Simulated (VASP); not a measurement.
# GaAs (F-43m) in VASP: notebook, part 2 of 2

VASP 6.6.1.

## (3) Single point, PBE (volume scaled by 0.91)

INCAR reads:

```
PREC = Accurate
ENCUT = 520
EDIFF = 1E-7
ISMEAR = 0
SIGMA = 0.02
LREAL = False
LASPH = True
NELM = 60
ALGO = Normal
ISIF = 2
LWAVE = False
LCHARG = True
GGA = PE
LELF = True
LVHAR = True
NBANDS = 16
```

KPOINTS reads:

```
regular mesh
0
Gamma
  12 12 12
```

POSCAR reads:

```
GaAs
1.0
    0.0000000000      2.7837885047      2.7837885047
    2.7837885047      0.0000000000      2.7837885047
    2.7837885047      2.7837885047      0.0000000000
Ga As
1 1
Direct
    0.0000000000      0.0000000000      0.0000000000
    0.2500000000      0.2500000000      0.2500000000
```

Potentials or basis: VASP PAW PBE potentials, release 64 (Ga_d, As).

The run is started by

```sh
$ cat potpaw_PBE.64/Ga_d/POTCAR potpaw_PBE.64/As/POTCAR > POTCAR
$ mpirun -np 1 vasp_std > vasp.out
```

Run time: 22 s. Hardware: 1 thread of Intel Xeon 6975P-C (Granite Rapids), shared host; peak memory 0.2 GiB.

The run converged. Its results:

```
Free energy            : -8.1837 eV
Pressure               : 7.4 GPa
Band gap on the k mesh : 0.87 eV, direct
```

Levels at points of the mesh, in eV from the valence-band top:
| k point | band 6 | band 7 | band 8 | band 9 | band 10 | band 11 | band 12 | band 13 |
| --- | --- | --- | --- | --- | --- | --- | --- | --- |
| (0.00, 0.00, 0.00) | -13.07 | 0.00 | 0.00 | 0.00 | 0.87 | 3.74 | 3.74 | 3.74 |
| (0.50, 0.00, 0.00) | -11.15 | -6.90 | -1.21 | -1.21 | 1.13 | 4.65 | 4.65 | 7.79 |
| (0.50, 0.50, 0.00) | -10.35 | -7.04 | -2.85 | -2.85 | 1.37 | 1.62 | 10.54 | 10.54 |

Caveat: the cell differs from its parent crystal (volume scaled by 0.91). A k mesh can miss the band edges.

## (4) Single point, PBE (volume scaled by 0.94)

INCAR reads:

```
  PREC = Accurate
  ENCUT = 520
  EDIFF = 1E-7
  ISMEAR = 0
  SIGMA = 0.02
  LREAL = False
  LASPH = True
  NELM = 80
  ALGO = Normal
  ISIF = 2
  LWAVE = False
  LCHARG = False
  GGA = PE
  NBANDS = 16
```

KPOINTS reads:

```
Automatic mesh
0
Gamma
  12 12 12
```

POSCAR reads:

```
GaAs
1.0
    0.0000000000      2.8140494461      2.8140494461
    2.8140494461      0.0000000000      2.8140494461
    2.8140494461      2.8140494461      0.0000000000
Ga As
1 1
Direct
    0.0000000000      0.0000000000      0.0000000000
    0.2500000000      0.2500000000      0.2500000000
```

Potentials or basis: VASP PAW PBE potentials, release 64 (Ga_d, As).

The run is started by

```sh
$ cat potpaw_PBE.64/Ga_d/POTCAR potpaw_PBE.64/As/POTCAR > POTCAR
$ mpirun -np 1 vasp_std > vasp.out
```

OUTCAR:

```text
PREC = Accurate
   ENCUT = 520
   EDIFF = 1E-7
   ISMEAR = 0
   LREAL = False
   LASPH = True
   NELM = 80
   ISIF = 2
   GGA = PE

 ion  position               nearest neighbor table
   1  0.000  0.000  0.000-   2 2.44   2 2.44   2 2.44   2 2.44
   2  0.250  0.250  0.250-   1 2.44   1 2.44   1 2.44   1 2.44

  LATTYP: Found a face centered cubic cell.
 ALAT       =     5.6280988922

  Lattice vectors:

 A1 = (   0.0000000000,   2.8140494461,   2.8140494461)
 A2 = (   2.8140494461,   0.0000000000,   2.8140494461)
 A3 = (   2.8140494461,   2.8140494461,   0.0000000000)

Analysis of symmetry for initial positions (statically):
=====================================================================
 Subroutine PRICEL returns:
 Original cell was already a primitive cell.

 Routine SETGRP: Setting up the symmetry group for a
 face centered cubic supercell.

 Subroutine GETGRP returns: Found 24 space group operations
 (whereof 24 operations were pure point group operations)
 out of a pool of 48 trial point group operations.

The static configuration has the point symmetry T_d .

Analysis of symmetry for dynamics (positions and initial velocities):
[... 154 lines left out ...]
  ext. energy  EPLUGINS =         0.00000000
  ---------------------------------------------------
  free energy    TOTEN  =        -8.23644417 eV

  energy without entropy =       -8.23644417  energy(sigma->0) =       -8.23644417

 E-fermi :   4.2111     XC(G=0):  -9.6498

 val. band max:        4.0596894146   @ k =   0.0000   0.0000   0.0000
 cond. band min:       4.6837670567   @ k =   0.0000   0.0000   0.0000
 fundamental gap:      0.6240776420
 Fermi energy:         4.2110952449

 k-point     1 :       0.0000    0.0000    0.0000
  band No.  band energies     occupation
      1     -10.7711      2.00000
      2     -10.7711      2.00000
      3     -10.7711      2.00000
      4     -10.6884      2.00000
      5     -10.6884      2.00000
      6      -8.7646      2.00000
[... 433 lines left out ...]
      3     -10.7432      2.00000
      4     -10.6893      2.00000
      5     -10.6856      2.00000
      6      -6.7649      2.00000
[... 8 lines left out ...]
     15      14.4779      0.00000
     16      15.2390      0.00000

 [... further k-points ...]
[... 5 lines left out ...]
  --------------------------------------------------------------------------------------
  -------------------------------------------------------------------------------------
  Total        1.2688500      1.2688500      1.2688500     -0.0000000      0.0000000     -0.0000000
  in kB       45.6137419     45.6137419     45.6137419     -0.0000000      0.0000000     -0.0000000
  external PRESSURE =      45.6137419 kB  Pullay stress =       0.0000000 kB

 VOLUME and BASIS-vectors are now :
 -----------------------------------------------------------------------------
  energy-cutoff  :      520.00
  volume of cell :       44.57
      direct lattice vectors                 reciprocal lattice vectors
     0.000000000  2.814049446  2.814049446    -0.177679891  0.177679891  0.177679891
     2.814049446  0.000000000  2.814049446     0.177679891 -0.177679891  0.177679891
     2.814049446  2.814049446  0.000000000     0.177679891  0.177679891 -0.177679891

 POSITION                                       TOTAL-FORCE (eV/Angst)
 -----------------------------------------------------------------------------------
      0.00000      0.00000      0.00000        -0.000000      0.000000      0.000000
      1.40702      1.40702      1.40702         0.000000     -0.000000     -0.000000
 -----------------------------------------------------------------------------------
    total drift:                                0.000001      0.000001      0.000002

  FREE ENERGIE OF THE ION-ELECTRON SYSTEM (eV)
  ---------------------------------------------------
  free  energy   TOTEN  =        -8.2364441728 eV

  energy  without entropy=       -8.2364441728  energy(sigma->0) =       -8.23644417
```

It took 22 s on 1 thread of Intel Xeon 6975P-C (Granite Rapids), shared host; peak memory 0.19 GiB.

Results:

| Property | Result |
| --- | --- |
| Free energy | -8.2364 eV |
| Pressure | 4.6 GPa |
| Band gap on the k mesh | 0.62 eV, direct |

Levels at points of the mesh, in eV from the valence-band top:
```csv
k point,band 7,band 8,band 9,band 10,band 11,band 12
"(0.00, 0.00, 0.00)",0.00,0.00,0.00,0.62,3.73,3.73
"(0.50, 0.00, 0.00)",-6.71,-1.16,-1.16,1.04,4.64,4.64
"(0.50, 0.50, 0.00)",-6.88,-2.73,-2.73,1.44,1.65,10.28
```

Caveat: the cell differs from its parent crystal (volume scaled by 0.94). A k mesh can miss the band edges.

## (5) Single point, PBE

This run uses another cell than the first one, of 22.59 Å³/atom, 0.899 times its volume.

INCAR reads:

```
SYSTEM = GaAs
ALGO = Normal ; EDIFF = 1E-6
ENCUT = 520 ; GGA = PE
ISIF = 2 ; ISMEAR = 0
LASPH = .TRUE. ; LCHARG = .FALSE.
LREAL = .FALSE. ; LWAVE = .FALSE.
NBANDS = 16 ; NELM = 100
PREC = Accurate ; SIGMA = 0.02
```

KPOINTS reads:

```
k-points
0
G
  12 12 12
  0 0 0
```

POSCAR reads:

```
GaAs
1.0
    0.0000000000      2.8268500000      2.8268500000
    2.8268500000      0.0000000000      2.8268500000
    2.8268500000      2.8268500000      0.0000000000
Ga As
1 1
Direct
    0.0000000000      0.0000000000      0.0000000000
    0.2500000000      0.2500000000      0.2500000000
```

The run is started by

```sh
$ cat potpaw_PBE.64/Ga_d/POTCAR potpaw_PBE.64/As/POTCAR > POTCAR
$ mpirun -np 1 vasp_std > vasp.out
```

It took 20 s on 1 thread of Intel Xeon 6975P-C (Granite Rapids), shared host; peak memory 0.2 GiB.

It converged, with:

```
Free energy            : -8.2518 eV
Pressure               : 3.5 GPa
Band gap on the k mesh : 0.52 eV, direct
```

Levels at points of the mesh, in eV from the valence-band top:
| k point | band 7 | band 8 | band 9 | band 10 | band 11 | band 12 |
| --- | --- | --- | --- | --- | --- | --- |
| (0.00, 0.00, 0.00) | 0.00 | 0.00 | 0.00 | 0.52 | 3.73 | 3.73 |
| (0.50, 0.00, 0.00) | -6.64 | -1.14 | -1.14 | 1.00 | 4.64 | 4.64 |
| (0.50, 0.50, 0.00) | -6.82 | -2.68 | -2.68 | 1.46 | 1.65 | 10.17 |

## (6) The runs side by side

| cell | gap on the mesh (eV) | pressure (GPa) |
| --- | --- | --- |
| a = 4.142 Å, angles 60.0°, 2 atoms | none | -2.9 |
| a = 3.937 Å, angles 60.0°, 2 atoms | 0.87 | 7.4 |
| a = 3.980 Å, angles 60.0°, 2 atoms | 0.62 | 4.6 |
| a = 3.998 Å, angles 60.0°, 2 atoms | 0.52 | 3.5 |

Alike in all rows: task single point; level PBE; potentials or basis VASP PAW PBE potentials, release 64 (Ga_d, As); no spin polarisation; k mesh 12 × 12 × 12; cutoff (eV) 520; smearing gaussian 0.02 eV.

Total energies depend on the potentials used, so only differences within one code and one set of settings carry meaning.
